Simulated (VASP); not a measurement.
LiPr3N2, 6 atoms in the cell. The typed cell holds 6 atoms: a = 5.308 Å, b = 5.308 Å, c = 5.308 Å, α = 91.85°, β = 91.85°, γ = 91.85°. The cell was generated, and may not be a known phase.

- Program: VASP 6.6.1
- Task: single point
- Functional: PBE
- Potentials or basis: VASP PAW PBE potentials, release 64 (Li_sv, Pr_3, N), 4f in core
- Cutoff: 750 eV
- k mesh: 3 × 3 × 3
- Occupations: gaussian, width 0.2 eV
- Spin: no spin polarisation
- Dipole correction: no
- Further INCAR settings: ALGO = Normal; EDIFF = 1e-06; NBANDS = 32

Potentials or basis: VASP PAW PBE potentials, release 64 (Li_sv, Pr_3, N), 4f in core.

Run with:

```bash
$ cat potpaw_PBE.64/Li_sv/POTCAR potpaw_PBE.64/Pr_3/POTCAR potpaw_PBE.64/N/POTCAR > POTCAR
$ mpirun -np 1 vasp_std > vasp.out
```

Hardware: 1 thread of Intel(R) Xeon(R) 6975P-C (Granite Rapids) (shared host).

Question: Estimate the wall time of this run.

Answer: Run time: 34 s on 1 thread of Intel(R) Xeon(R) 6975P-C (Granite Rapids), with other jobs on the host, peak memory 0.33 GiB. Counts: scf iterations 15, k points 6.
